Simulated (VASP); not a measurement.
# NbH2 (P6_3/mmc) in VASP: notebook, part 2 of 2

VASP 6.6.1. Earlier steps stand in the parts before.

### 3 Single point, r2SCAN

This run uses another cell than the first one, of 7.68 Å³/atom, 0.973 times its volume.

POSCAR

```
NbH2
1.0
    2.3917434396      0.0000000000      0.0000000000
   -1.1958717198      2.0713105781      0.0000000000
    0.0000000000      0.0000000000      9.3029011992
Nb H
2 4
Direct
    0.3333333333      0.6666666667      0.2500000000
    0.6666666667      0.3333333333      0.7500000000
    0.3333333333      0.6666666667      0.6275000000
    0.6666666667      0.3333333333      0.1275000000
    0.3333333333      0.6666666667      0.8725000000
    0.6666666667      0.3333333333      0.3725000000
```

INCAR.step1

```
SYSTEM = NbH2
PREC = Accurate ; ENCUT = 520
ISMEAR = 0 ; SIGMA = 0.1
LREAL = .FALSE. ; LASPH = .TRUE.
NELM = 60 ; NBANDS = 24
GGA = PE ; ALGO = Normal
EDIFF = 1E-4 ; LWAVE = .TRUE.
LCHARG = .FALSE.
```

INCAR.step2

```
SYSTEM = NbH2
PREC = Accurate ; ENCUT = 520
EDIFF = 1E-6 ; ISMEAR = 0
SIGMA = 0.1 ; LREAL = .FALSE.
LASPH = .TRUE. ; NELM = 60
ALGO = Normal ; ISIF = 2
LWAVE = .FALSE. ; LCHARG = .FALSE.
METAGGA = R2SCAN ; LMIXTAU = .TRUE.
NBANDS = 24 ; ISTART = 1
```

KPOINTS

```
regular mesh
0
G
  12 12 2
  0 0 0
```

Potentials or basis: VASP PAW PBE potentials, release 64 (Nb_sv, H).

The run is started by

```bash
> cat potpaw_PBE.64/Nb_sv/POTCAR potpaw_PBE.64/H/POTCAR > POTCAR
> cp INCAR.step1 INCAR
> mpirun -np 1 vasp_std > vasp.out
> cp INCAR.step2 INCAR
> mpirun -np 1 vasp_std > vasp.out
```

OUTCAR:

```text
SYSTEM = NbH2
   PREC = Accurate
   ENCUT = 520
   EDIFF = 1E-6
   ISMEAR = 0
   LREAL = .FALSE.
   LASPH = .TRUE.
   NELM = 60
   ISIF = 2
   METAGGA = R2SCAN
   ISTART = 1

 ion  position               nearest neighbor table
   1  0.333  0.667  0.250-   4 1.79   6 1.79   4 1.79   6 1.79   4 1.79   6 1.79
   2  0.667  0.333  0.750-   3 1.79   5 1.79   3 1.79   5 1.79   3 1.79   5 1.79
   3  0.333  0.667  0.627-   2 1.79   2 1.79   2 1.79
   4  0.667  0.333  0.127-   1 1.79   1 1.79   1 1.79
   5  0.333  0.667  0.873-   2 1.79   2 1.79   2 1.79
   6  0.667  0.333  0.373-   1 1.79   1 1.79   1 1.79

  LATTYP: Found a hexagonal cell.
 ALAT       =     2.3917434396
 C/A-ratio  =     3.8895899306

  Lattice vectors:

 A1 = (   2.3917434396,   0.0000000000,   0.0000000000)
 A2 = (  -1.1958717198,   2.0713105781,   0.0000000000)
 A3 = (   0.0000000000,   0.0000000000,   9.3029011992)

Analysis of symmetry for initial positions (statically):
=====================================================================
 Subroutine PRICEL returns:
 Original cell was already a primitive cell.

 Routine SETGRP: Setting up the symmetry group for a
 hexagonal supercell.

 Subroutine GETGRP returns: Found 24 space group operations
 (whereof 12 operations were pure point group operations)
 out of a pool of 24 trial point group operations.

The static configuration has the point symmetry D_3d.
 The point group associated with its full space group is D_6h.

Analysis of symmetry for dynamics (positions and initial velocities):
=====================================================================
 Subroutine PRICEL returns:
 Original cell was already a primitive cell.

 Routine SETGRP: Setting up the symmetry group for a
 hexagonal supercell.

[... 131 lines left out ...]
   IMIX   =      4    mixing-type and parameters
     AMIX     =   0.40;   BMIX     =  1.00
     AMIX_MAG =   1.60;   BMIX_MAG =  1.00
  volume/ion in A,a.u.               =       7.68        51.84
  Fermi-wavevector in a.u.,A,eV,Ry     =   1.418804  2.681151 27.388606  2.013006
  Thomas-Fermi vector in A             =   2.539891
   LORBIT       =      0    0 simple, 1 ext, 2 COOP (PROOUT), +10 PAW based schemes
   METAGGA = R2SCAN    functional components
   LHFCALC =     F    Hartree Fock is set to
   AEXX    =    0.0000 exact exchange contribution
   IVDW    =     0    specifies the selected vdW correction
   LEPSILON=     F    determine dielectric tensor
   LRPA    =     F    only Hartree local field effects (RPA)
 non-spin polarized calculation
 Gauss-broadening in eV      SIGMA  =   0.10
  energy-cutoff  :      520.00
  volume of cell :       46.09
 maximum number of plane-waves:      1282
 NGX is ok and might be reduce to    18

 number of electron      29.9999998 magnetization

 Free energy of the ion-electron system (eV)
  ---------------------------------------------------
  ext. energy  EPLUGINS =         0.00000000
  ---------------------------------------------------
  free energy    TOTEN  =       -55.73697970 eV

  energy without entropy =      -55.73219665  energy(sigma->0) =      -55.73458817

 E-fermi :   9.1198     XC(G=0): -12.2153

 val. band max:        9.0145552656   @ k =   0.3333   0.2500   0.5000
 cond. band min:       9.1384676979   @ k =   0.3333   0.2500   0.0000
 fundamental gap:      0.1239124323
 Fermi energy:         9.1198327323

 k-point     1 :       0.0000    0.0000    0.0000
  band No.  band energies     occupation
      1     -48.4686      2.00000
      2     -48.4685      2.00000
      3     -23.8639      2.00000
      4     -23.8534      2.00000
      5     -20.4940      2.00000
      6     -20.4940      2.00000
[... 637 lines left out ...]
     23      19.3275      0.00000
     24      19.3275      0.00000

 [... further k-points ...]

------------------------ aborting loop because EDIFF is reached ----------------------------------------

  FORCE on cell =-STRESS in cart. coord.  units (eV):
  Direction    XX          YY          ZZ          XY          YZ          ZX
  --------------------------------------------------------------------------------------
  -------------------------------------------------------------------------------------
  Total       39.0664432     39.0664432     15.2910151      0.0000000      0.0000000      0.0000000
  in kB     1358.1140177   1358.1140178    531.5800552      0.0000000      0.0000000      0.0000000
  external PRESSURE =    1082.6026969 kB  Pullay stress =       0.0000000 kB

 VOLUME and BASIS-vectors are now :
 -----------------------------------------------------------------------------
  energy-cutoff  :      520.00
  volume of cell :       46.09
      direct lattice vectors                 reciprocal lattice vectors
     2.391743440  0.000000000  0.000000000     0.418105046  0.241393061  0.000000000
    -1.195871720  2.071310578  0.000000000     0.000000000  0.482786121  0.000000000
     0.000000000  0.000000000  9.302901199     0.000000000  0.000000000  0.107493348

 POSITION                                       TOTAL-FORCE (eV/Angst)
 -----------------------------------------------------------------------------------
     -0.00000      1.38087      2.32573         0.000000     -0.000000      0.000000
      1.19587      0.69044      6.97718        -0.000000      0.000000      0.000000
     -0.00000      1.38087      5.83757         0.000000      0.000000     -3.315148
      1.19587      0.69044      1.18612        -0.000000     -0.000000     -3.315148
     -0.00000      1.38087      8.11678        -0.000000      0.000000      3.315148
      1.19587      0.69044      3.46533        -0.000000     -0.000000      3.315148
 -----------------------------------------------------------------------------------
    total drift:                                0.000000     -0.000000      0.000000

  FREE ENERGIE OF THE ION-ELECTRON SYSTEM (eV)
  ---------------------------------------------------
  free  energy   TOTEN  =       -55.7369796989 eV

  energy  without entropy=      -55.7321966471  energy(sigma->0) =      -55.73458817
```

OUTCAR.step1:

```text
SYSTEM = NbH2
   PREC = Accurate
   ENCUT = 520
   ISMEAR = 0
   LREAL = .FALSE.
   LASPH = .TRUE.
   NELM = 60
[... 887 lines left out ...]
      1.19587      0.69044      1.18612         0.000000     -0.000000     -3.269763
     -0.00000      1.38087      8.11678        -0.000000      0.000000      3.269763
      1.19587      0.69044      3.46533        -0.000000      0.000000      3.269763
 -----------------------------------------------------------------------------------
    total drift:                                0.000000     -0.000000      0.000000

  FREE ENERGIE OF THE ION-ELECTRON SYSTEM (eV)
  ---------------------------------------------------
  free  energy   TOTEN  =       -25.9720298987 eV

  energy  without entropy=      -25.9658909265  energy(sigma->0) =      -25.96896041
```

Wall time 2 min (1 thread of Intel Xeon Platinum 8488C (Sapphire Rapids), shared host); peak memory 0.18 GiB.

What came out:

- Free energy: -55.7370 eV
- Pressure: 108.3 GPa
- Largest force: 3.315 eV/Å
- Band gap on the k mesh: zero (band 15 reaches 11.99 eV, above the bottom of band 16 at 7.35 eV)

Forces in eV/Å, atoms in the order of the input:
```
Nb   0.000  0.000  0.000
Nb   0.000  0.000  0.000
H    0.000  0.000 -3.315
H    0.000  0.000 -3.315
H    0.000  0.000  3.315
H    0.000  0.000  3.315
```

Stress tensor (GPa, compression positive):
```
135.81   0.00   0.00
  0.00 135.81   0.00
  0.00   0.00  53.16
```

Levels at points of the mesh, in eV from the Fermi level:
```tsv
k point	band 12	band 13	band 14	band 15	band 16	band 17	band 18	band 19
(0.00, 0.00, 0.00)	-4.52	-4.06	-3.95	-0.36	-0.36	-0.36	-0.36	6.01
(0.50, 0.00, 0.00)	-7.92	-1.50	-0.79	1.97	2.97	3.36	3.41	3.43
(0.00, 0.00, 0.50)	-5.30	-3.97	-3.97	-0.36	-0.36	-0.36	-0.36	6.02
(0.50, 0.00, 0.50)	-7.95	-1.17	-1.17	2.36	2.36	3.39	3.39	4.19
```

Caveat: the PAW data sets were made with another functional, which shifts forces and pressure a little.

### 4 Single point, r2SCAN

This run uses another cell than the first one, of the same volume but with other edges.

POSCAR

```
NbH2
1.0
    3.0866051789      0.0000000000      0.0000000000
   -1.5433025895      2.6730784964      0.0000000000
    0.0000000000      0.0000000000      5.7374732070
Nb H
2 4
Direct
    0.3333333333      0.6666666667      0.2500000000
    0.6666666667      0.3333333333      0.7500000000
    0.3333333333      0.6666666667      0.5909097734
    0.6666666667      0.3333333333      0.0909097734
    0.3333333333      0.6666666667      0.9090902266
    0.6666666667      0.3333333333      0.4090902266
```

INCAR.step1

```
PREC = Accurate ; ENCUT = 520
ISMEAR = 0 ; SIGMA = 0.1
LREAL = False ; LASPH = True
NELM = 80 ; NBANDS = 24
GGA = PE ; ALGO = Normal
EDIFF = 1E-4 ; LWAVE = True
LCHARG = False
```

INCAR.step2

```
PREC = Accurate ; ENCUT = 520
EDIFF = 1E-7 ; ISMEAR = 0
SIGMA = 0.1 ; LREAL = False
LASPH = True ; NELM = 80
ALGO = Normal ; ISIF = 2
LWAVE = False ; LCHARG = False
METAGGA = R2SCAN ; LMIXTAU = True
NBANDS = 24 ; ISTART = 1
```

KPOINTS

```
regular mesh
0
Gamma
  12 12 2
```

The run is started by

```bash
> cat potpaw_PBE.64/Nb_sv/POTCAR potpaw_PBE.64/H/POTCAR > POTCAR
> cp INCAR.step1 INCAR
> mpirun -np 1 vasp_std > vasp.out
> cp INCAR.step2 INCAR
> mpirun -np 1 vasp_std > vasp.out
```

Run time: 1.9 min. Hardware: 1 thread of Intel Xeon Platinum 8488C (Sapphire Rapids), shared host; peak memory 0.19 GiB.

The run converged. Its results:

```
Free energy            : -64.2641 eV
Pressure               : -0.2 GPa
Band gap on the k mesh : zero (band 15 reaches 10.74 eV, above the bottom of band 16 at 9.26 eV)
```

Stress tensor (GPa, compression positive):
```
 0.02  0.00  0.00
 0.00  0.02  0.00
 0.00  0.00 -0.56
```

Levels at points of the mesh, in eV from the Fermi level:
| k point | band 13 | band 14 | band 15 | band 16 | band 17 | band 18 |
| --- | --- | --- | --- | --- | --- | --- |
| (0.00, 0.00, 0.00) | -0.72 | -0.72 | -0.45 | -0.45 | -0.07 | 0.94 |
| (0.50, 0.00, 0.00) | -2.94 | -1.63 | -0.59 | 2.49 | 3.00 | 3.02 |
| (0.00, 0.00, 0.50) | -0.72 | -0.72 | -0.72 | -0.72 | 1.91 | 1.91 |
| (0.50, 0.00, 0.50) | -2.03 | -2.03 | 0.61 | 0.61 | 2.15 | 2.15 |

Caveat: the k points lie up to 0.55 Å⁻¹ apart; the PAW data sets were made with another functional, which shifts forces and pressure a little.

### 5 Summary

```tsv
cell	k mesh	gap on the mesh (eV)	pressure (GPa)
a = 3.142, b = 3.142, c = 5.544 Å, angles 90.0, 90.0, 120.0°, 6 atoms	6 × 6 × 4	none	-0.3
a = 2.392, b = 2.392, c = 9.303 Å, angles 90.0, 90.0, 120.0°, 6 atoms	12 × 12 × 2	none	108.3
a = 3.087, b = 3.087, c = 5.737 Å, angles 90.0, 90.0, 120.0°, 6 atoms	12 × 12 × 2	none	-0.2
```

Alike in all rows: task single point; level r2SCAN; potentials or basis VASP PAW PBE potentials, release 64 (Nb_sv, H); no spin polarisation; cutoff (eV) 520; smearing gaussian 0.1 eV.

Caveats: some runs use coarse meshes; the PAW data sets were made with another functional, which shifts forces and pressure a little.

Total energies depend on the potentials used, so only differences within one code and one set of settings carry meaning.
